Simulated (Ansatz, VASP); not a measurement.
# Two plane-wave programs on ZrS2

```xyz
3
Lattice="3.4866 0.0000 0.0000 -1.7433 3.0195 0.0000 0.0000 0.0000 5.9848" Properties=species:S:1:pos:R:3 pbc="T T T"
Zr    0.0000    0.0000    0.0000
S     1.7433    1.0065    4.4577
S     0.0000    2.0130    1.5271
```

Change from the starting cell: epitaxial_xy strain -5.1%.

Alike in both runs: task single point; functional HSE06; k mesh 6 × 6 × 4; no spin polarisation.

|  | VASP | Ansatz |
| --- | --- | --- |
| version | VASP 6.6.1 | Ansatz 0.2.0 |
| potentials or method | VASP PAW PBE potentials, release 64 (Zr_sv, S) | plane waves, PAW |
| plane-wave cutoff (eV) | 400 | 420 |
| occupations | gaussian, width 0.01 eV | fixed |
| valence electrons in the cell | 24 | 24 |

|  | VASP | Ansatz | Ansatz less VASP |
| --- | --- | --- | --- |
| gap on the k mesh at the Fermi level (eV) | 1.00 | 1.01 | +0.007 |
| pressure (GPa) | 6.8 | 6.9 | +0.14 |
| traceless stress, the component that is largest in VASP (GPa) | -6.57 | -6.62 | -0.047 |
| rms of the force components (eV/Å) | 0.101 | 0.102 | +0.0010 |

Atom by atom the forces differ by 0.001 eV/Å (rms over components). Ansatz's warnings: stress exchange threshold loose, stress scf threshold loose.
